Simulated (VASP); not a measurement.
# Lu3NbF (Pm-3m) in VASP: notebook, part 2 of 2

VASP 6.6.1. The steps go on from the part before.

### Step 3. Relaxation of cell and atoms, PBE

This run uses another cell than the first one, of 20.65 Å³/atom.

Input file INCAR:

```
SYSTEM = Lu3NbF
PREC = Accurate
ENCUT = 600
EDIFF = 1E-6
ISMEAR = 0
SIGMA = 0.1
LREAL = .FALSE.
LASPH = .TRUE.
NELM = 100
ALGO = Normal
ISIF = 3
LWAVE = .FALSE.
LCHARG = .FALSE.
GGA = PE
IBRION = 2
NSW = 100
EDIFFG = -0.01
```

Input file KPOINTS:

```
Automatic mesh
0
G
  8 8 8
  0 0 0
```

Input file POSCAR:

```
Lu3NbF
1.0
    4.6912618800      0.0000000000      0.0000000000
    0.0000000000      4.6912618800      0.0000000000
    0.0000000000      0.0000000000      4.6912618800
Lu Nb F
3 1 1
Direct
    0.5000000000      0.5000000000      0.0000000000
    0.5000000000      0.0000000000      0.5000000000
    0.0000000000      0.5000000000      0.5000000000
    0.0000000000      0.0000000000      0.0000000000
    0.5000000000      0.5000000000      0.5000000000
```

Potentials or basis: VASP PAW PBE potentials, release 64 (Lu, Nb_sv, F).

Started as:

```sh
cat potpaw_PBE.64/Lu/POTCAR potpaw_PBE.64/Nb_sv/POTCAR potpaw_PBE.64/F/POTCAR > POTCAR
mpirun -np 1 vasp_std > vasp.out
```

OUTCAR:

```text
SYSTEM = Lu3NbF
   PREC = Accurate
   ENCUT = 600
   EDIFF = 1E-6
   ISMEAR = 0
   LREAL = .FALSE.
   LASPH = .TRUE.
   NELM = 100
   ISIF = 3
   GGA = PE
   IBRION = 2
   NSW = 100
   EDIFFG = -0.01

 ion  position               nearest neighbor table
   1  0.500  0.500  0.000-   5 2.35   5 2.35   4 3.32   2 3.32   2 3.32   3 3.32   3 3.32   2 3.32
                             4 3.32   2 3.32   3 3.32   4 3.32   3 3.32   4 3.32
   2  0.500  0.000  0.500-   5 2.35   5 2.35   4 3.32   1 3.32   1 3.32   4 3.32   1 3.32   3 3.32
                             3 3.32   1 3.32   3 3.32   4 3.32   4 3.32   3 3.32
   3  0.000  0.500  0.500-   5 2.35   5 2.35   4 3.32   1 3.32   1 3.32   4 3.32   2 3.32   4 3.32
                             4 3.32   1 3.32   2 3.32   2 3.32   1 3.32   2 3.32
   4  0.000  0.000  0.000-   1 3.32   2 3.32   3 3.32   2 3.32   3 3.32   1 3.32   3 3.32   3 3.32
                             1 3.32   2 3.32   2 3.32   1 3.32
   5  0.500  0.500  0.500-   1 2.35   2 2.35   3 2.35   1 2.35   2 2.35   3 2.35

  LATTYP: Found a simple cubic cell.
 ALAT       =     4.6912618800

  Lattice vectors:

 A1 = (   4.6912618800,   0.0000000000,   0.0000000000)
 A2 = (   0.0000000000,   4.6912618800,   0.0000000000)
 A3 = (   0.0000000000,   0.0000000000,   4.6912618800)

Analysis of symmetry for initial positions (statically):
=====================================================================
 Subroutine PRICEL returns:
 Original cell was already a primitive cell.

 Routine SETGRP: Setting up the symmetry group for a
 simple cubic supercell.

 Subroutine GETGRP returns: Found 48 space group operations
 (whereof 48 operations were pure point group operations)
 out of a pool of 48 trial point group operations.

The static configuration has the point symmetry O_h .

Analysis of symmetry for dynamics (positions and initial velocities):
=====================================================================
 Subroutine PRICEL returns:
 Original cell was already a primitive cell.

 Routine SETGRP: Setting up the symmetry group for a
 simple cubic supercell.

 Subroutine GETGRP returns: Found 48 space group operations
[... 140 lines left out ...]
 conjugate gradient relaxation of ions
 non-spin polarized calculation
 Gauss-broadening in eV      SIGMA  =   0.10
  energy-cutoff  :      600.00
  volume of cell :      103.25
 maximum number of plane-waves:      3478
 NGX is ok and might be reduce to    40
   NGX = 19   NGY = 19   NGZ = 19

--------------------------------------- Ionic step        1  -------------------------------------------

 number of electron      94.9999994 magnetization

 Free energy of the ion-electron system (eV)
  ---------------------------------------------------
  ext. energy  EPLUGINS =         0.00000000
  ---------------------------------------------------
  free energy    TOTEN  =       -28.84879959 eV

  energy without entropy =      -28.82461824  energy(sigma->0) =      -28.83670891

------------------------ aborting loop because EDIFF is reached ----------------------------------------

  FORCE on cell =-STRESS in cart. coord.  units (eV):
  Direction    XX          YY          ZZ          XY          YZ          ZX
  --------------------------------------------------------------------------------------
  -------------------------------------------------------------------------------------
  Total        1.8195603      1.8195603      1.8195603     -0.0000000      0.0000000      0.0000000
  in kB       28.2363144     28.2363144     28.2363144     -0.0000000      0.0000000      0.0000000
  external PRESSURE =      28.2363144 kB  Pullay stress =       0.0000000 kB
[... 65 lines left out ...]
--------------------------------------- Ionic step        3  -------------------------------------------

 number of electron      94.9999973 magnetization

 Free energy of the ion-electron system (eV)
  ---------------------------------------------------
  ext. energy  EPLUGINS =         0.00000000
  ---------------------------------------------------
  free energy    TOTEN  =       -28.87996109 eV

  energy without entropy =      -28.85518779  energy(sigma->0) =      -28.86757444

 E-fermi :   4.3928     XC(G=0): -11.3127

 val. band max:        4.3803185257   @ k =   0.5000   0.5000   0.0000
 cond. band min:       4.3963665804   @ k =   0.3750   0.3750   0.3750
 fundamental gap:      0.0160480546
 Fermi energy:         4.3928168977

 k-point     1 :       0.0000    0.0000    0.0000
  band No.  band energies     occupation
      1     -51.9394      2.00000
      2     -51.8920      2.00000
      3     -51.8920      2.00000
      4     -50.2719      2.00000
      5     -26.2992      2.00000
      6     -26.2992      2.00000
[... 1429 lines left out ...]
     56       7.3478      0.00000
     57       7.6891      0.00000

 [... further k-points ...]

------------------------ aborting loop because EDIFF is reached ----------------------------------------

  FORCE on cell =-STRESS in cart. coord.  units (eV):
  Direction    XX          YY          ZZ          XY          YZ          ZX
  --------------------------------------------------------------------------------------
  -------------------------------------------------------------------------------------
  Total        0.0130972      0.0130972      0.0130972      0.0000000      0.0000000     -0.0000000
  in kB        0.1962562      0.1962562      0.1962562      0.0000000      0.0000000     -0.0000000
  external PRESSURE =       0.1962562 kB  Pullay stress =       0.0000000 kB
[... 20 lines left out ...]
  FREE ENERGIE OF THE ION-ELECTRON SYSTEM (eV)
  ---------------------------------------------------
  free  energy   TOTEN  =       -28.8799610861 eV

  energy  without entropy=      -28.8551877872  energy(sigma->0) =      -28.86757444

 reached required accuracy - stopping structural energy minimisation
```

Run time: 18 min. Hardware: 1 thread of Intel Xeon 8259CL, shared host; peak memory 0.4 GiB.

What came out:

```
Free energy                           : -28.8800 eV
Relaxed volume                        : 21.38 Å³/atom
Relaxed cell                          : a = 4.746 Å, b = 4.746 Å, c = 4.746 Å, α = 90.00°, β = 90.00°, γ = 90.00°
Space group after relaxing (to 0.1 Å) : Pm-3m (No. 221)
Energy gained by relaxing             : 6.2 meV/atom
Ionic steps                           : 3
Pressure after relaxing               : 0.0 GPa
Band gap on the k mesh                : zero (an odd number of electrons rules out a gap without spin polarisation)
```

The path:
| step | energy change (eV) | largest force (eV/Å) | pressure (GPa) | volume (Å³) |
| --- | --- | --- | --- | --- |
| 1 | 0.0000 | 0.0000 | 2.82 | 103.25 |
| 2 | -0.0241 | 0.0000 | -1.17 | 108.78 |
| 3 | -0.0312 | 0.0000 | 0.02 | 106.92 |

Final structure:
```xyz
5
Lattice="4.7463 0.0000 0.0000 0.0000 4.7463 0.0000 0.0000 0.0000 4.7463" Properties=species:S:1:pos:R:3 pbc="T T T"
Lu    2.3732    2.3732    0.0000
Lu    2.3732    0.0000    2.3732
Lu    0.0000    2.3732    2.3732
Nb    0.0000    0.0000    0.0000
F     2.3732    2.3732    2.3732
```

Caveat: spin-orbit coupling is left out, which moves the levels of the heavy elements; an odd number of electrons without spin polarisation forces a metal; a magnetic or distorted state may lie lower.
